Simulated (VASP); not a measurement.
# V (Im-3m) in VASP: further runs

The runs below take V through single point, with LDA.

Everything below comes from runs of VASP 6.6.1. Logs are shortened: lines on timing, memory, paths and dates and some standing lists are left out, and cuts for length are marked.

### 1 The cell of the first run

Symmetry: Im-3m, No. 229, cubic system. Conventional cell: a = 2.906 Å, b = 2.906 Å, c = 2.906 Å, α = 90.00°, β = 90.00°, γ = 90.00°. Within 3.3 Å of V (site symmetry m-3m) lie 14 V at 2.52 to 2.91 Å.

### 2 Single point, LDA (volume scaled by 0.980)

INCAR

```
SYSTEM = V
PREC = Accurate ; ENCUT = 500
EDIFF = 1E-6 ; ISMEAR = 0
SIGMA = 0.05 ; LREAL = .FALSE.
LASPH = .TRUE. ; NELM = 120
ALGO = Normal ; ISIF = 2
LWAVE = .FALSE. ; LCHARG = .FALSE.
GGA = CA ; NBANDS = 12
GGA_COMPAT = .FALSE.
```

KPOINTS

```
Automatic mesh
0
G
  22 22 22
  0 0 0
```

POSCAR

```
V
1.0
   -1.4529225898      1.4529225898      1.4529225898
    1.4529225898     -1.4529225898      1.4529225898
    1.4529225898      1.4529225898     -1.4529225898
V
1
Direct
    0.0000000000      0.0000000000      0.0000000000
```

Potentials or basis: VASP PAW LDA potentials, release 64 (V_sv).

Command:

```console
cat potpaw_LDA.64/V_sv/POTCAR > POTCAR
mpirun -np 1 vasp_std > vasp.out
```

OUTCAR:

```text
SYSTEM = V
   PREC = Accurate
   ENCUT = 500
   EDIFF = 1E-6
   ISMEAR = 0
   LREAL = .FALSE.
   LASPH = .TRUE.
   NELM = 120
   ISIF = 2
   GGA = CA

 ion  position               nearest neighbor table
   1  0.000  0.000  0.000-

  LATTYP: Found a body centered cubic cell.
 ALAT       =     2.9058451796

  Lattice vectors:

 A1 = (  -1.4529225898,   1.4529225898,   1.4529225898)
 A2 = (   1.4529225898,  -1.4529225898,   1.4529225898)
 A3 = (   1.4529225898,   1.4529225898,  -1.4529225898)

Analysis of symmetry for initial positions (statically):
=====================================================================
 Subroutine PRICEL returns:
 Original cell was already a primitive cell.

 Routine SETGRP: Setting up the symmetry group for a
 body centered cubic supercell.

 Subroutine GETGRP returns: Found 48 space group operations
 (whereof 48 operations were pure point group operations)
 out of a pool of 48 trial point group operations.

The static configuration has the point symmetry O_h .

Analysis of symmetry for dynamics (positions and initial velocities):
=====================================================================
 Subroutine PRICEL returns:
 Original cell was already a primitive cell.

 Routine SETGRP: Setting up the symmetry group for a
 body centered cubic supercell.

 Subroutine GETGRP returns: Found 48 space group operations
 (whereof 48 operations were pure point group operations)
 out of a pool of 48 trial point group operations.

The dynamic configuration has the point symmetry O_h .

 Subroutine INISYM returns: Found 48 space group operations
 (whereof 48 operations are pure point group operations),
 and found     1 'primitive' translations

----------------------------------------------------------------------------------------

                                     Primitive cell

  volume of cell :      12.2684

  direct lattice vectors                    reciprocal lattice vectors
    -1.452922590  1.452922590  1.452922590     0.000000000  0.344133957  0.344133957
     1.452922590 -1.452922590  1.452922590     0.344133957  0.000000000  0.344133957
     1.452922590  1.452922590 -1.452922590     0.344133957  0.344133957  0.000000000

  length of vectors
     2.516535745  2.516535745  2.516535745     0.486678909  0.486678909  0.486678909

  position of ions in fractional coordinates (direct lattice)
     0.000000000  0.000000000  0.000000000

  ion indices of the primitive-cell ions
   primitive index   ion index
                 1           1

----------------------------------------------------------------------------------------

 KPOINTS: Automatic mesh

Automatic generation of k-mesh.
 Grid dimensions read from file:
 generate k-points for:   22   22   22

 Generating k-lattice:

  Cartesian coordinates                     Fractional coordinates (reciprocal lattice)
     0.000000000  0.015642453  0.015642453     0.045454545  0.000000000  0.000000000
     0.015642453  0.000000000  0.015642453     0.000000000  0.045454545  0.000000000
     0.015642453  0.015642453  0.000000000     0.000000000  0.000000000  0.045454545

  Length of vectors
     0.022121769  0.022121769  0.022121769

  Shift w.r.t. Gamma in fractional coordinates (k-lattice)
     0.000000000  0.000000000  0.000000000

 Subroutine IBZKPT returns following result:
 ===========================================

 Found    328 irreducible k-points:

 Following reciprocal coordinates:
            Coordinates               Weight
  0.000000  0.000000  0.000000      1.000000
  0.045455  0.000000  0.000000     12.000000
  0.090909  0.000000  0.000000     12.000000
  0.136364  0.000000  0.000000     12.000000
  0.181818  0.000000  0.000000     12.000000
  0.227273  0.000000  0.000000     12.000000
[... 16 lines left out ...]
  0.090909  0.090909  0.000000     24.000000
  0.136364  0.090909  0.000000     48.000000
 [... further k-points ...]
   k-points           NKPTS =    328   k-points in BZ     NKDIM =    328   number of bands    NBANDS=     12
   number of dos      NEDOS =    301   number of ions     NIONS =      1
   total plane-waves  NPLWV =   5832
   dimension x,y,z NGX =    18 NGY =   18 NGZ =   18
   dimension x,y,z NGXF=    36 NGYF=   36 NGZF=   36
   ions per type =               1
   NGX,Y,Z   is equivalent  to a cutoff of  11.89, 11.89, 11.89 a.u.
   NGXF,Y,Z  is equivalent  to a cutoff of  23.78, 23.78, 23.78 a.u.
 SYSTEM =  V
   PREC   = accura    normal or accurate (medium, high low for compatibility)
   ISTART =      0    job   : 0-new  1-cont  2-samecut
   ICHARG =      2    charge: 1-file 2-atom 10-const
   ISPIN  =      1    spin polarized calculation?
   LNONCOLLINEAR =      F non collinear calculations
   LSORBIT =      F    spin-orbit coupling
   LASPH  =      T    aspherical Exc in radial PAW
   ENCUT  =  500.0 eV  36.75 Ry    6.06 a.u.   4.59  4.59  4.59*2*pi/ulx,y,z
   NELM   =    120;   NELMIN=  2; NELMDL= -5     # of ELM steps
   EDIFF  = 0.1E-05   stopping-criterion for ELM
   LREAL  =      F    real-space projection
   EDIFFG = 0.1E-04   stopping-criterion for IOM
   NSW    =      0    number of steps for IOM
   IBRION =     -1    ionic relax: 0-MD 1-quasi-New 2-CG
   NFREE  =      0    steps in history (QN), initial steepest desc. (CG)
   ISIF   =      2    stress and relaxation
   ISYM   =      2    0-nonsym 1-usesym 2-fastsym
   POTIM  = 0.5000    time-step for ionic-motion
   TEBEG  =    0.0;   TEEND  =   0.0 temperature during run
   PSTRESS=    0.0 pullay stress
   NELECT =      13.0000    total number of electrons
   NUPDOWN=      -1.0000    fix difference up-down
   EMIN   =  10.00;   EMAX   =-10.00  energy-range for DOS
   EFERMI =   0.00;   METHOD = LEGACY
   ISMEAR =     0;   SIGMA  =   0.05  broadening in eV -4-tet -1-fermi 0-gaus
   EFERMI_NEDOS =   21; number of points for ismear=-14 and -15
   IALGO  =     38    algorithm
   IMIX   =      4    mixing-type and parameters
     AMIX     =   0.40;   BMIX     =  1.00
     AMIX_MAG =   1.60;   BMIX_MAG =  1.00
  volume/ion in A,a.u.               =      12.27        82.79
  Fermi-wavevector in a.u.,A,eV,Ry     =   1.669015  3.153980 37.900522  2.785610
  Thomas-Fermi vector in A             =   2.754761
   LORBIT       =      0    0 simple, 1 ext, 2 COOP (PROOUT), +10 PAW based schemes
   GGA     = CA    functional components
   LHFCALC =     F    Hartree Fock is set to
   AEXX    =    0.0000 exact exchange contribution
   IVDW    =     0    specifies the selected vdW correction
   LEPSILON=     F    determine dielectric tensor
   LRPA    =     F    only Hartree local field effects (RPA)
 non-spin polarized calculation
 Gauss-broadening in eV      SIGMA  =   0.05
  energy-cutoff  :      500.00
  volume of cell :       12.27
 maximum number of plane-waves:       325
   NGX =  9   NGY =  9   NGZ =  9

 number of electron      13.0000006 magnetization

 Free energy of the ion-electron system (eV)
  ---------------------------------------------------
  ext. energy  EPLUGINS =         0.00000000
  ---------------------------------------------------
  free energy    TOTEN  =        -9.94543262 eV

  energy without entropy =       -9.94353913  energy(sigma->0) =       -9.94448587

 E-fermi :  10.7065     XC(G=0): -13.7483

 val. band max:       10.7052922882   @ k =  -0.2273   0.2273   0.0455
 cond. band min:      10.7070117442   @ k =   0.3636   0.1818   0.0909
 fundamental gap:      0.0017194560
 Fermi energy:        10.7064663616

 k-point     1 :       0.0000    0.0000    0.0000
  band No.  band energies     occupation
      1     -52.1706      2.00000
      2     -25.6913      2.00000
      3     -25.6913      2.00000
      4     -25.6913      2.00000
      5       4.0128      2.00000
      6      11.0996      0.00000
      7      11.0996      0.00000
      8      11.0996      0.00000
      9      13.3437      0.00000
     10      13.3437      0.00000
     11      31.9682      0.00000
     12      31.9682      0.00000

 k-point     2 :       0.0455    0.0000    0.0000
  band No.  band energies     occupation
      1     -52.1647      2.00000
      2     -25.7178      2.00000
      3     -25.6991      2.00000
      4     -25.6915      2.00000
      5       4.1046      2.00000
      6      11.0583      0.00000
      7      11.0919      0.00000
      8      11.1679      0.00000
      9      13.2937      0.00000
     10      13.3462      0.00000
     11      31.8613      0.00000
     12      31.9711      0.00000

 k-point     3 :       0.0909    0.0000    0.0000
  band No.  band energies     occupation
      1     -52.1473      2.00000
      2     -25.7947      2.00000
      3     -25.7221      2.00000
      4     -25.6922      2.00000
      5       4.3743      2.00000
      6      10.9392      0.00000
      7      11.0594      0.00000
      8      11.3700      0.00000
      9      13.1678      0.00000
     10      13.3547      0.00000
     11      31.5204      0.00000
     12      31.9345      0.00000
[... 286 lines left out ...]
 k-point    23 :       0.0909    0.0909    0.0000
  band No.  band energies     occupation
      1     -52.1041      2.00000
      2     -25.9815      2.00000
      3     -25.7570      2.00000
      4     -25.7168      2.00000
      5       5.0515      2.00000
      6      10.7282      0.53934
      7      10.8162      0.00192
      8      11.9358      0.00000
      9      12.9153      0.00000
     10      13.4324      0.00000
     11      30.6442      0.00000
     12      31.5546      0.00000

 k-point    24 :       0.1364    0.0909    0.0000
  band No.  band energies     occupation
      1     -52.0700      2.00000
      2     -26.1210      2.00000
      3     -25.8006      2.00000
      4     -25.7249      2.00000
      5       5.5906      2.00000
      6      10.5230      2.00000
      7      10.6500      1.88998
      8      12.3961      0.00000
      9      12.8178      0.00000
     10      13.5000      0.00000
     11      29.8733      0.00000
     12      30.9183      0.00000

 [... further k-points ...]
[... 5 lines left out ...]
  --------------------------------------------------------------------------------------
  -------------------------------------------------------------------------------------
  Total        0.3761521      0.3761521      0.3761521      0.0000000     -0.0000000      0.0000000
  in kB       49.1232061     49.1232061     49.1232061      0.0000000     -0.0000000      0.0000000
  external PRESSURE =      49.1232061 kB  Pullay stress =       0.0000000 kB

 VOLUME and BASIS-vectors are now :
 -----------------------------------------------------------------------------
  energy-cutoff  :      500.00
  volume of cell :       12.27
      direct lattice vectors                 reciprocal lattice vectors
    -1.452922590  1.452922590  1.452922590     0.000000000  0.344133957  0.344133957
     1.452922590 -1.452922590  1.452922590     0.344133957  0.000000000  0.344133957
     1.452922590  1.452922590 -1.452922590     0.344133957  0.344133957  0.000000000

 POSITION                                       TOTAL-FORCE (eV/Angst)
 -----------------------------------------------------------------------------------
      0.00000      0.00000      0.00000        -0.000000      0.000000      0.000000
 -----------------------------------------------------------------------------------
    total drift:                                0.000000      0.000000      0.000000

  FREE ENERGIE OF THE ION-ELECTRON SYSTEM (eV)
  ---------------------------------------------------
  free  energy   TOTEN  =        -9.9454326199 eV

  energy  without entropy=       -9.9435391253  energy(sigma->0) =       -9.94448587
```

Wall time 14 s (1 thread of Intel Xeon 6975P-C (Granite Rapids), shared host); peak memory 0.15 GiB.

Results:

* Free energy: -9.9454 eV
* Pressure: 4.9 GPa

Caveat: the cell differs from its parent crystal (volume scaled by 0.980).

### 3 Single point, LDA

This run uses another cell than the first one, of 12.52 Å³/atom, 1.020 times its volume.

INCAR

```
ALGO = Normal ; EDIFF = 1E-6
ENCUT = 500 ; GGA_COMPAT = F
ISIF = 2 ; ISMEAR = 0
LASPH = T ; LCHARG = F
LREAL = F ; LWAVE = F
NBANDS = 12 ; NELM = 120
PREC = Accurate ; SIGMA = 0.05
```

KPOINTS

```
k-points
0
Gamma
  22 22 22
```

POSCAR

```
V
1.0
   -1.4627399321      1.4627399321      1.4627399321
    1.4627399321     -1.4627399321      1.4627399321
    1.4627399321      1.4627399321     -1.4627399321
V
1
Direct
    0.0000000000      0.0000000000      0.0000000000
```

Potentials or basis: VASP PAW LDA potentials, release 64 (V_sv).

Command:

```console
cat potpaw_LDA.64/V_sv/POTCAR > POTCAR
mpirun -np 1 vasp_std > vasp.out
```

OUTCAR:

```text
EDIFF = 1E-6
   ENCUT = 500
   ISIF = 2
   ISMEAR = 0
   LASPH = T
   LREAL = F
   NELM = 120
   PREC = Accurate

 ion  position               nearest neighbor table
   1  0.000  0.000  0.000-

  LATTYP: Found a body centered cubic cell.
 ALAT       =     2.9254798642

  Lattice vectors:

 A1 = (  -1.4627399321,   1.4627399321,   1.4627399321)
 A2 = (   1.4627399321,  -1.4627399321,   1.4627399321)
 A3 = (   1.4627399321,   1.4627399321,  -1.4627399321)

Analysis of symmetry for initial positions (statically):
=====================================================================
 Subroutine PRICEL returns:
 Original cell was already a primitive cell.

 Routine SETGRP: Setting up the symmetry group for a
 body centered cubic supercell.

 Subroutine GETGRP returns: Found 48 space group operations
 (whereof 48 operations were pure point group operations)
 out of a pool of 48 trial point group operations.

The static configuration has the point symmetry O_h .

Analysis of symmetry for dynamics (positions and initial velocities):
=====================================================================
 Subroutine PRICEL returns:
[... 160 lines left out ...]
 Fermi energy:        10.4379771163

 k-point     1 :       0.0000    0.0000    0.0000
  band No.  band energies     occupation
      1     -52.4567      2.00000
      2     -26.0218      2.00000
      3     -26.0218      2.00000
      4     -26.0218      2.00000
      5       3.7738      2.00000
      6      10.8279      0.00000
      7      10.8279      0.00000
      8      10.8279      0.00000
      9      13.0157      0.00000
     10      13.0157      0.00000
     11      31.5401      0.00000
     12      31.5401      0.00000
[... 331 lines left out ...]
 k-point    24 :       0.1364    0.0909    0.0000
  band No.  band energies     occupation
      1     -52.3635      2.00000
      2     -26.4256      2.00000
      3     -26.1249      2.00000
      4     -26.0534      2.00000
      5       5.3267      2.00000
      6      10.2677      2.00000
      7      10.3910      1.81611
      8      12.0884      0.00000
      9      12.5061      0.00000
     10      13.1664      0.00000
     11      29.3658      0.00000
     12      30.4172      0.00000

 [... further k-points ...]
[... 5 lines left out ...]
  --------------------------------------------------------------------------------------
  -------------------------------------------------------------------------------------
  Total        0.0317781      0.0317781      0.0317781      0.0000000      0.0000000      0.0000000
  in kB        4.0670273      4.0670273      4.0670273      0.0000000      0.0000000      0.0000000
  external PRESSURE =       4.0670273 kB  Pullay stress =       0.0000000 kB

 VOLUME and BASIS-vectors are now :
 -----------------------------------------------------------------------------
  energy-cutoff  :      500.00
  volume of cell :       12.52
      direct lattice vectors                 reciprocal lattice vectors
    -1.462739932  1.462739932  1.462739932     0.000000000  0.341824264  0.341824264
     1.462739932 -1.462739932  1.462739932     0.341824264  0.000000000  0.341824264
     1.462739932  1.462739932 -1.462739932     0.341824264  0.341824264  0.000000000

 POSITION                                       TOTAL-FORCE (eV/Angst)
 -----------------------------------------------------------------------------------
      0.00000      0.00000      0.00000         0.000000      0.000000     -0.000000
 -----------------------------------------------------------------------------------
    total drift:                                0.000000      0.000000      0.000000

  FREE ENERGIE OF THE ION-ELECTRON SYSTEM (eV)
  ---------------------------------------------------
  free  energy   TOTEN  =        -9.9499269762 eV

  energy  without entropy=       -9.9480381615  energy(sigma->0) =       -9.94898257
```

OSZICAR:

```text
N       E                     dE             d eps       ncg     rms          rms(c)
DAV:   1     0.876325457908E+02    0.87633E+02   -0.68993E+03  7896   0.117E+03
DAV:   2    -0.100197603374E+02   -0.97652E+02   -0.94652E+02  8056   0.326E+02
DAV:   3    -0.112547606759E+02   -0.12350E+01   -0.12309E+01  8692   0.428E+01
DAV:   4    -0.112607720135E+02   -0.60113E-02   -0.60113E-02  8448   0.317E+00
DAV:   5    -0.112608419807E+02   -0.69967E-04   -0.69967E-04  8688   0.323E-01    0.206E+01
DAV:   6    -0.998672834368E+01    0.12741E+01   -0.27607E+00  8172   0.280E+01    0.254E+00
DAV:   7    -0.996025011663E+01    0.26478E-01   -0.26691E-02  8304   0.204E+00    0.131E+00
DAV:   8    -0.994987663339E+01    0.10373E-01   -0.60676E-03  8272   0.121E+00    0.668E-02
DAV:   9    -0.994991499704E+01   -0.38364E-04   -0.77264E-05  8188   0.122E-01    0.456E-02
DAV:  10    -0.994992700214E+01   -0.12005E-04   -0.33107E-06  8228   0.193E-02    0.146E-03
DAV:  11    -0.994992697623E+01    0.25906E-07   -0.16096E-07  4180   0.674E-03
   1 F= -.99499270E+01 E0= -.99489826E+01  d E =-.188881E-02
```

It took 14 s on 1 thread of Intel Xeon 6975P-C (Granite Rapids), shared host; peak memory 0.15 GiB.

What came out:

| Quantity | Value |
| --- | --- |
| Free energy | -9.9499 eV |
| Pressure | 0.4 GPa |

### 4 Single point, LDA

This run uses another cell than the first one, of 12.52 Å³/atom, 1.020 times its volume.

INCAR

```
SYSTEM = V
PREC = Accurate
ENCUT = 500
EDIFF = 1E-6
ISMEAR = 0
SIGMA = 0.05
LREAL = .FALSE.
LASPH = .TRUE.
NELM = 120
ALGO = Normal
ISIF = 2
LWAVE = .FALSE.
LCHARG = .TRUE.
LELF = .TRUE.
LVHAR = .TRUE.
NBANDS = 12
GGA_COMPAT = .FALSE.
```

KPOINTS

```
regular mesh
0
G
  22 22 22
  0 0 0
```

POSCAR is that of step 3.

Command:

```console
cat potpaw_LDA.64/V_sv/POTCAR > POTCAR
mpirun -np 1 vasp_std > vasp.out
```

Run time: 14 s. Hardware: 1 thread of Intel Xeon 6975P-C (Granite Rapids), shared host; peak memory 0.14 GiB.

It converged, with:

```
Free energy : -9.9499 eV
Pressure    : 0.4 GPa
```

Levels at points of the mesh, in eV from the Fermi level:
| k point | band 4 | band 5 | band 6 | band 7 | band 8 | band 9 |
| --- | --- | --- | --- | --- | --- | --- |
| (0.00, 0.00, 0.00) | -36.46 | -6.66 | 0.39 | 0.39 | 0.39 | 2.58 |
| (0.50, 0.00, 0.00) | -36.47 | -3.44 | -1.31 | 2.02 | 2.61 | 2.99 |
| (0.50, 0.50, 0.50) | -37.25 | -3.38 | -3.38 | 4.09 | 4.09 | 4.09 |

### 5 Single point, LDA (volume scaled by 1.020)

INCAR

```
SYSTEM = V
PREC = Accurate ; ENCUT = 500
EDIFF = 1E-6 ; ISMEAR = 0
SIGMA = 0.05 ; LREAL = .False.
LASPH = .True. ; NELM = 120
ALGO = Normal ; ISIF = 2
LWAVE = .False. ; LCHARG = .True.
GGA = CA ; LELF = .True.
LVHAR = .True. ; NBANDS = 12
GGA_COMPAT = .False.
```

KPOINTS

```
regular mesh
0
Gamma
  22 22 22
  0 0 0
```

POSCAR

```
V
1.0
   -1.4724272338      1.4724272338      1.4724272338
    1.4724272338     -1.4724272338      1.4724272338
    1.4724272338      1.4724272338     -1.4724272338
V
1
Direct
    0.0000000000      0.0000000000      0.0000000000
```

Command:

```console
cat potpaw_LDA.64/V_sv/POTCAR > POTCAR
mpirun -np 1 vasp_std > vasp.out
```

It took 16 s on 1 thread of Intel Xeon 6975P-C (Granite Rapids), shared host; peak memory 0.15 GiB.

Results (log left out):

| Item | Value |
| --- | --- |
| Free energy | -9.9477 eV |
| Pressure | -3.7 GPa |

Levels at points of the mesh, in eV from the Fermi level:
```csv
k point,band 4,band 5,band 6,band 7,band 8,band 9
"(0.00, 0.00, 0.00)",-36.52,-6.63,0.39,0.39,0.39,2.52
"(0.50, 0.00, 0.00)",-36.53,-3.37,-1.27,1.93,2.54,2.92
"(0.50, 0.50, 0.50)",-37.26,-3.28,-3.28,3.98,3.98,3.98
```

Caveat: the cell differs from its parent crystal (volume scaled by 1.020).

### 6 Overview

| cell | gap on the mesh (eV) | pressure (GPa) |
| --- | --- | --- |
| a = 2.517 Å, angles 109.5°, 1 atom | none | 4.9 |
| a = 2.534 Å, angles 109.5°, 1 atom | none | 0.4 |
| a = 2.550 Å, angles 109.5°, 1 atom | none | -3.7 |

Alike in all rows: task single point; level LDA; potentials or basis VASP PAW LDA potentials, release 64 (V_sv); no spin polarisation; k mesh 22 × 22 × 22; cutoff (eV) 500; smearing gaussian 0.05 eV.

Total energies depend on the potentials used, so only differences within one code and one set of settings carry meaning.
